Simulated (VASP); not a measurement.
# WC (P-6m2) in VASP: vibrations by perturbation theory with LDA

Aim: the vibrations by perturbation theory of WC with LDA.

Program: VASP 6.6.1. These are calculated values, not measurements. Logs are shortened: lines on timing, memory, paths and dates and some standing lists are left out, and cuts for length are marked.

### 1 The cell of the first run

The structure is hexagonal, space group P-6m2 (No. 187). Conventional cell: a = 2.884 Å, b = 2.884 Å, c = 2.812 Å, α = 90.00°, β = 90.00°, γ = 120.00°. Within 2.9 Å of W (site symmetry -6m2) lie 6 C at 2.18 Å and 8 W at 2.81 to 2.88 Å. Within 2.9 Å of C (site symmetry -6m2) lie 6 W at 2.18 Å and 8 C at 2.81 to 2.88 Å.

### 2 Vibrations by perturbation theory, LDA

INCAR reads:

```
SYSTEM = WC
  PREC = Accurate
  ENCUT = 520
  EDIFF = 1E-8
  ISMEAR = 0
  SIGMA = 0.1
  LREAL = .FALSE.
  LASPH = .TRUE.
  NELM = 80
  ALGO = Normal
  ISIF = 2
  LWAVE = .FALSE.
  LCHARG = .FALSE.
  NBANDS = 16
  IBRION = 8
  NSW = 1
```

KPOINTS reads:

```
regular mesh
0
G
  18 18 18
  0 0 0
```

POSCAR reads:

```
WC
1.0
    2.8837949259      0.0000000000      0.0000000000
   -1.4418974629      2.4974396651      0.0000000000
    0.0000000000      0.0000000000      2.8120924960
W C
1 1
Direct
    0.0000000000      0.0000000000      0.0000000000
    0.3333333333      0.6666666667      0.5000000000
```

Potentials or basis: VASP PAW LDA potentials, release 64 (W_sv, C).

Command:

```bash
$ cat potpaw_LDA.64/W_sv/POTCAR potpaw_LDA.64/C/POTCAR > POTCAR
$ mpirun -np 1 vasp_std > vasp.out
```

OUTCAR:

```text
SYSTEM = WC
   PREC = Accurate
   ENCUT = 520
   EDIFF = 1E-8
   ISMEAR = 0
   LREAL = .FALSE.
   LASPH = .TRUE.
   NELM = 80
   ISIF = 2
   IBRION = 8
   NSW = 1

 ion  position               nearest neighbor table
   1  0.000  0.000  0.000-   2 2.18   2 2.18   2 2.18   2 2.18   2 2.18   2 2.18
   2  0.333  0.667  0.500-   1 2.18   1 2.18   1 2.18   1 2.18   1 2.18   1 2.18

  LATTYP: Found a hexagonal cell.
 ALAT       =     2.8837949259
 C/A-ratio  =     0.9751360857

  Lattice vectors:

 A1 = (   2.8837949259,   0.0000000000,   0.0000000000)
 A2 = (  -1.4418974629,   2.4974396651,   0.0000000000)
 A3 = (   0.0000000000,   0.0000000000,   2.8120924960)

Analysis of symmetry for initial positions (statically):
=====================================================================
 Subroutine PRICEL returns:
 Original cell was already a primitive cell.

 Routine SETGRP: Setting up the symmetry group for a
 hexagonal supercell.

 Subroutine GETGRP returns: Found 12 space group operations
 (whereof 12 operations were pure point group operations)
 out of a pool of 24 trial point group operations.

The static configuration has the point symmetry D_3h.

Analysis of symmetry for dynamics (positions and initial velocities):
=====================================================================
 Subroutine PRICEL returns:
 Original cell was already a primitive cell.

 Routine SETGRP: Setting up the symmetry group for a
 hexagonal supercell.

 Subroutine GETGRP returns: Found 12 space group operations
 (whereof 12 operations were pure point group operations)
 out of a pool of 24 trial point group operations.

The dynamic configuration has the point symmetry D_3h.

 Subroutine INISYM returns: Found 12 space group operations
 (whereof 12 operations are pure point group operations),
 and found     1 'primitive' translations

----------------------------------------------------------------------------------------

                                     Primitive cell

  volume of cell :      20.2530

  direct lattice vectors                    reciprocal lattice vectors
     2.883794926  0.000000000  0.000000000     0.346765296  0.200205037  0.000000000
    -1.441897463  2.497439665  0.000000000     0.000000000  0.400410074  0.000000000
     0.000000000  0.000000000  2.812092496     0.000000000  0.000000000  0.355607080

  length of vectors
     2.883794926  2.883794926  2.812092496     0.400410074  0.400410074  0.355607080

  position of ions in fractional coordinates (direct lattice)
     0.000000000  0.000000000  0.000000000
     0.333333333  0.666666667  0.500000000

  ion indices of the primitive-cell ions
   primitive index   ion index
                 1           1
                 2           2

----------------------------------------------------------------------------------------

 KPOINTS: regular mesh

Automatic generation of k-mesh.
 Grid dimensions read from file:
 generate k-points for:   18   18   18

 Generating k-lattice:

  Cartesian coordinates                     Fractional coordinates (reciprocal lattice)
     0.019264739  0.011122502  0.000000000     0.055555556  0.000000000  0.000000000
     0.000000000  0.022245004  0.000000000     0.000000000  0.055555556  0.000000000
     0.000000000  0.000000000  0.019755949     0.000000000  0.000000000  0.055555556

  Length of vectors
     0.022245004  0.022245004  0.019755949

  Shift w.r.t. Gamma in fractional coordinates (k-lattice)
     0.000000000  0.000000000  0.000000000

 Subroutine IBZKPT returns following result:
 ===========================================

 Found    370 irreducible k-points:

 Following reciprocal coordinates:
            Coordinates               Weight
  0.000000  0.000000  0.000000      1.000000
  0.055556  0.000000  0.000000      6.000000
  0.111111  0.000000  0.000000      6.000000
  0.166667 -0.000000  0.000000      6.000000
  0.222222 -0.000000  0.000000      6.000000
  0.277778 -0.000000  0.000000      6.000000
[... 16 lines left out ...]
  0.333333  0.111111  0.000000     12.000000
  0.388889  0.111111  0.000000     12.000000
 [... further k-points ...]
   k-points           NKPTS =    370   k-points in BZ     NKDIM =    370   number of bands    NBANDS=     16
   number of dos      NEDOS =    301   number of ions     NIONS =      2
   total plane-waves  NPLWV =  13824
   dimension x,y,z NGX =    24 NGY =   24 NGZ =   24
   dimension x,y,z NGXF=    48 NGYF=   48 NGZF=   48
   ions per type =               1   1
   NGX,Y,Z   is equivalent  to a cutoff of  13.84, 13.84, 14.19 a.u.
   NGXF,Y,Z  is equivalent  to a cutoff of  27.67, 27.67, 28.38 a.u.
 SYSTEM =  WC
   PREC   = accura    normal or accurate (medium, high low for compatibility)
   ISTART =      0    job   : 0-new  1-cont  2-samecut
   ICHARG =      2    charge: 1-file 2-atom 10-const
   ISPIN  =      1    spin polarized calculation?
   LNONCOLLINEAR =      F non collinear calculations
   LSORBIT =      F    spin-orbit coupling
   LASPH  =      T    aspherical Exc in radial PAW
   ENCUT  =  520.0 eV  38.22 Ry    6.18 a.u.   5.36  5.36  5.23*2*pi/ulx,y,z
   NELM   =     80;   NELMIN=  2; NELMDL= -5     # of ELM steps
   EDIFF  = 0.1E-07   stopping-criterion for ELM
   LREAL  =      F    real-space projection
   EDIFFG = 0.1E-06   stopping-criterion for IOM
   NSW    =      1    number of steps for IOM
   IBRION =      8    ionic relax: 0-MD 1-quasi-New 2-CG
   NFREE  =      0    steps in history (QN), initial steepest desc. (CG)
   ISIF   =      2    stress and relaxation
   ISYM   =      2    0-nonsym 1-usesym 2-fastsym
   POTIM  = 0.5000    time-step for ionic-motion
   TEBEG  =    0.0;   TEEND  =   0.0 temperature during run
   PSTRESS=    0.0 pullay stress
   NELECT =      18.0000    total number of electrons
   NUPDOWN=      -1.0000    fix difference up-down
   EMIN   =  10.00;   EMAX   =-10.00  energy-range for DOS
   EFERMI =   0.00;   METHOD = LEGACY
   ISMEAR =     0;   SIGMA  =   0.10  broadening in eV -4-tet -1-fermi 0-gaus
   EFERMI_NEDOS =   21; number of points for ismear=-14 and -15
   IALGO  =     38    algorithm
   IMIX   =      4    mixing-type and parameters
     AMIX     =   0.40;   BMIX     =  1.00
     AMIX_MAG =   1.60;   BMIX_MAG =  1.00
  volume/ion in A,a.u.               =      10.13        68.34
  Fermi-wavevector in a.u.,A,eV,Ry     =   1.573993  2.974415 33.707788  2.477453
  Thomas-Fermi vector in A             =   2.675194
   LORBIT       =      0    0 simple, 1 ext, 2 COOP (PROOUT), +10 PAW based schemes
   GGA     = CA    functional components
   LHFCALC =     F    Hartree Fock is set to
   AEXX    =    0.0000 exact exchange contribution
   IVDW    =     0    specifies the selected vdW correction
   LEPSILON=     F    determine dielectric tensor
   LRPA    =     F    only Hartree local field effects (RPA)
 non-spin polarized calculation
 Gauss-broadening in eV      SIGMA  =   0.10
  energy-cutoff  :      520.00
  volume of cell :       20.25
 maximum number of plane-waves:       569
 NGX is ok and might be reduce to    24
   NGX = 11   NGY = 11   NGZ = 11

--------------------------------------- Ionic step        1  -------------------------------------------

 number of electron      18.0000000 magnetization

 Free energy of the ion-electron system (eV)
  ---------------------------------------------------
  ext. energy  EPLUGINS =         0.00000000
  ---------------------------------------------------
  free energy    TOTEN  =       -24.69947269 eV

  energy without entropy =      -24.69793363  energy(sigma->0) =      -24.69870316

 E-fermi :  11.3484     XC(G=0): -14.1118

 val. band max:       11.3382490834   @ k =   0.1111   0.0000   0.3333
 cond. band min:      11.3514654143   @ k =   0.3333   0.2222   0.0000
 fundamental gap:      0.0132163309
 Fermi energy:        11.3484093540

 k-point     1 :       0.0000    0.0000    0.0000
  band No.  band energies     occupation
      1     -62.1479      2.00000
      2     -26.3879      2.00000
      3     -26.2790      2.00000
      4     -26.2790      2.00000
      5      -3.1203      2.00000
      6       6.8796      2.00000
[... 433 lines left out ...]
      3     -26.5513      2.00000
      4     -26.2631      2.00000
      5       0.3636      2.00000
      6       4.4164      2.00000
[... 8 lines left out ...]
     15      25.4563      0.00000
     16      29.1372      0.00000

 [... further k-points ...]

------------------------ aborting loop because EDIFF is reached ----------------------------------------

  FORCE on cell =-STRESS in cart. coord.  units (eV):
  Direction    XX          YY          ZZ          XY          YZ          ZX
  --------------------------------------------------------------------------------------
  -------------------------------------------------------------------------------------
  Total        0.3232779      0.3232779      0.3895419      0.0000000     -0.0000000      0.0000000
  in kB       25.5739394     25.5739394     30.8159677      0.0000000     -0.0000000      0.0000000
  external PRESSURE =      27.3212822 kB  Pullay stress =       0.0000000 kB

 VOLUME and BASIS-vectors are now :
 -----------------------------------------------------------------------------
  energy-cutoff  :      520.00
  volume of cell :       20.25
      direct lattice vectors                 reciprocal lattice vectors
     2.883794926  0.000000000  0.000000000     0.346765296  0.200205037  0.000000000
    -1.441897463  2.497439665  0.000000000     0.000000000  0.400410074  0.000000000
     0.000000000  0.000000000  2.812092496     0.000000000  0.000000000  0.355607080

 POSITION                                       TOTAL-FORCE (eV/Angst)
 -----------------------------------------------------------------------------------
      0.00000      0.00000      0.00000        -0.000000      0.000000      0.000000
     -0.00000      1.66496      1.40605         0.000000     -0.000000      0.000000
 -----------------------------------------------------------------------------------
    total drift:                               -0.000000      0.000000     -0.000000

  FREE ENERGIE OF THE ION-ELECTRON SYSTEM (eV)
  ---------------------------------------------------
  free  energy   TOTEN  =       -24.6994726904 eV

  energy  without entropy=      -24.6979336336  energy(sigma->0) =      -24.69870316

[... ionic steps 2 to 3 ...]

--------------------------------------- Ionic step        4  -------------------------------------------

------------------------ aborting loop because EDIFF is reached ----------------------------------------
[... 11 lines left out ...]
[... ionic steps 8 to 8 ...]

--------------------------------------- Ionic step        9  -------------------------------------------

 Free energy of the ion-electron system (eV)
  ---------------------------------------------------
  ---------------------------------------------------
  free energy    TOTEN  =        -0.12156622 eV

  energy without entropy =       -0.12156622

------------------------ aborting loop because EDIFF is reached ----------------------------------------

 INTERNAL STRAIN TENSOR  FOR ION    2  DIRECTION 3   (eV/Angst):
 -----------------------------------------------------------------------------
     0.01997 -0.00000  0.00000
     0.00000  0.01997 -0.00000
    -0.00000 -0.00000 -0.03246

 INTERNAL STRAIN TENSOR FOR ION    2 for displacements in x,y,z  (eV/Angst):
          X           Y           Z          XY          YZ          ZX
  --------------------------------------------------------------------------------
  x     0.00000    -0.00000     0.00000     6.11450     0.00000     0.00000
  y     6.11450    -6.11450     0.00000    -0.00000     0.00000     0.00000
  z     0.00000     0.00000     0.00000     0.00000     0.00000     0.00000

 SECOND DERIVATIVES (NOT SYMMETRIZED)
 ------------------------------------
               1X          1Y          1Z          2X          2Y          2Z
  1X   -16.643402   -0.000000    0.000000   16.643402    0.000000    0.000000
  1Y    -0.000000  -16.643402    0.000000    0.000000   16.643402    0.000000
  1Z    -0.000000   -0.000000  -15.285977    0.000000    0.000000   15.285977
  2X    16.647131    0.000000    0.000000  -16.647131   -0.000000    0.000000
  2Y     0.000000   16.647131    0.000000   -0.000000  -16.647131    0.000000
  2Z    -0.000000    0.000000   15.277125    0.000000    0.000000  -15.277125

 Eigenvectors and eigenvalues of the dynamical matrix
 ----------------------------------------------------

   1 f  =   18.996344 THz   119.357549 2PiTHz  633.649829 cm-1    78.562531 meV
             X         Y         Z           dx          dy          dz
      0.000000  0.000000  0.000000     0.218897    0.115739    0.000000
     -0.000000  1.664960  1.406046    -0.856505   -0.452867    0.000000
[... 21 lines left out ...]
   6 f/i=    0.001265 THz     0.007947 2PiTHz    0.042191 cm-1     0.005231 meV
             X         Y         Z           dx          dy          dz
      0.000000  0.000000  0.000000    -0.000000   -0.000000   -0.968836
     -0.000000  1.664960  1.406046    -0.000000   -0.000000   -0.247704

--------------------------------------------------------------------------------------------------------

 ELASTIC MODULI CONTR FROM IONIC RELAXATION (kBar)
 Direction    XX          YY          ZZ          XY          YZ          ZX
 --------------------------------------------------------------------------------
 XX        -146.3321    146.3321      0.0000     -0.0000      0.0000     -0.0000
 YY         146.3321   -146.3321     -0.0000     -0.0000     -0.0000      0.0000
 ZZ           0.0000     -0.0000     -0.0000      0.0000     -0.0000     -0.0000
 XY          -0.0000     -0.0000      0.0000   -146.3321      0.0000      0.0000
 YZ           0.0000     -0.0000     -0.0000      0.0000     -0.0000      0.0000
 ZX          -0.0000      0.0000     -0.0000      0.0000      0.0000     -0.0000
 --------------------------------------------------------------------------------
```

It took 29 min on 1 thread of Intel Xeon 8259CL, shared host; peak memory 1.1 GiB.

Results:

| Property | Result |
| --- | --- |
| Highest phonon frequency at Γ | 634 cm⁻¹ |

Phonon frequencies in cm⁻¹ (negative: imaginary):
```
              q point        frequencies
(0.000, 0.000, 0.000)  0 0 0 607 634 634
```

Caveat: the cell stands under pressure or tension, which shifts response properties; spin-orbit coupling is left out, which moves the levels of the heavy elements.
